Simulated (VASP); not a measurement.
Write the native input for VASP 6.6.1 that does the following.

- Task: relaxation of cell and atoms
- Functional: PBE
- Potentials or basis: VASP PAW PBE potentials, release 64 (Sc_sv, B, P)
- Cutoff: 600 eV
- k mesh: 5 × 5 × 5
- Occupations: gaussian, width 0.2 eV
- Spin: no spin polarisation
- Dipole correction: no
- Further INCAR settings: ALGO = Normal; EDIFF = 1e-07; IBRION = 2; EDIFFG = -0.08; NSW = 36; ISIF = 3

The structure of Sc4BP3 lies in POSCAR:

```
Sc4BP3
1.0
   -2.5650000000      2.5650000000      5.1300000000
    2.5650000000     -2.5650000000      5.1300000000
    2.5650000000      2.5650000000     -5.1300000000
Sc B P
4 1 3
Direct
    0.7500000000      0.7500000000      0.0000000000
    0.0000000000      0.5000000000      0.5000000000
    0.2500000000      0.2500000000      0.0000000000
    0.5000000000      0.0000000000      0.5000000000
    0.0000000000      0.0000000000      0.0000000000
    0.7500000000      0.2500000000      0.5000000000
    0.5000000000      0.5000000000      0.0000000000
    0.2500000000      0.7500000000      0.5000000000
```

One way to write it, as run:

INCAR

```
  ALGO = Normal
  EDIFF = 1E-7
  EDIFFG = -0.08
  ENCUT = 600
  GGA = PE
  IBRION = 2
  ISIF = 3
  ISMEAR = 0
  LASPH = T
  LCHARG = F
  LREAL = F
  LWAVE = F
  NELM = 100
  NSW = 36
  PREC = Accurate
  SIGMA = 0.2
```

KPOINTS

```
k-points
0
Gamma
  5 5 5
```

Potentials or basis: VASP PAW PBE potentials, release 64 (Sc_sv, B, P).

The run is started by

```sh
$ cat potpaw_PBE.64/Sc_sv/POTCAR potpaw_PBE.64/B/POTCAR potpaw_PBE.64/P/POTCAR > POTCAR
$ mpirun -np 1 vasp_std > vasp.out
```

It gave:

```yaml
Relaxed_volume: 17.91 Å³/atom
Relaxed_cell: a = 6.404 Å, b = 6.404 Å, c = 6.404 Å, α = 131.74°, β = 131.74°, γ = 70.63°
Space_group_after_relaxing_to_0.05_Å: I4/mmm (No. 139)
Energy_gained_by_relaxing: 22.5 meV/atom
Ionic_steps: 5
Pressure_after_relaxing: 0.1 GPa
Band_gap_on_the_k_mesh: zero (band 31 reaches 6.48 eV, above the bottom of band 32 at 4.52 eV)
```

Run time: 12 min on 1 thread of Intel(R) Xeon(R) Platinum 8259CL CPU @ 2.50GHz (Skylake/Cascade Lake) (shared host), peak memory 0.43 GiB.
